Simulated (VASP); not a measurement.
Write the native input for VASP 6.6.1 that does the following.

| Item | Value |
| --- | --- |
| Task | single point |
| Functional | LDA |
| Potentials or basis | VASP PAW LDA potentials, release 64 (Mn_pv, O) |
| Cutoff | 520 eV |
| k mesh | 4 × 4 × 7 |
| Occupations | gaussian, width 0.05 eV |
| Spin | collinear spin, ferromagnetic start |
| Starting moments | [3.0, 3.0, 0.0, 0.0, 0.0, 0.0] μB |
| Hubbard terms | Mn d U = 4.0 eV |
| Dipole correction | no |
| Further INCAR settings | ALGO = Normal; EDIFF = 1e-06; NBANDS = 38 |

The structure of MnO2 lies in POSCAR:

```
MnO2
1.0
    4.3959987700      0.0000000000      0.0000000000
    0.0000000000      4.3959987700      0.0000000000
    0.0000000000      0.0000000000      2.8709991900
Mn O
2 4
Direct
    0.0000000000      0.0000000000      0.0000000000
    0.5000000000      0.5000000000      0.5000000000
    0.3020000000      0.3020000000      0.0000000000
    0.1980000000      0.8020000000      0.5000000000
    0.6980000000      0.6980000000      0.0000000000
    0.8020000000      0.1980000000      0.5000000000
```

The input as run:

INCAR

```
ALGO = Normal
EDIFF = 1E-6
ENCUT = 520
GGA = CA
ISIF = 2
ISMEAR = 0
ISPIN = 2
LASPH = True
LCHARG = False
LDAU = True
LDAUJ = 0 0
LDAUL = 2 -1
LDAUPRINT = 1
LDAUTYPE = 2
LDAUU = 4 0
LMAXMIX = 4
LORBIT = 11
LREAL = False
LWAVE = False
MAGMOM = 3 3 0 0 0 0
NBANDS = 38
NELM = 150
PREC = Accurate
SIGMA = 0.05
```

KPOINTS

```
k-points
0
Gamma
  4 4 7
```

Potentials or basis: VASP PAW LDA potentials, release 64 (Mn_pv, O).

Command:

```bash
$ cat potpaw_LDA.64/Mn_pv/POTCAR potpaw_LDA.64/O/POTCAR > POTCAR
$ mpirun -np 1 vasp_std > vasp.out
```

It gave:

- Pressure: -5.5 GPa
- Largest force: 0.525 eV/Å
- Band gap on the k mesh: zero (filled and empty bands overlap)
- Net moment: 6.02 μB per cell
- Site moments: Mn +2.96; O -0.01 μB
- Valence electrons inside the program's atomic spheres: Mn 11.71; O 5.01

Caveat: only a ferromagnetic start was run, and an antiferromagnetic order may lie lower in energy.

It took 35 s on 1 thread of Intel(R) Xeon(R) 6975P-C (Granite Rapids), with other jobs on the host, peak memory 0.21 GiB.
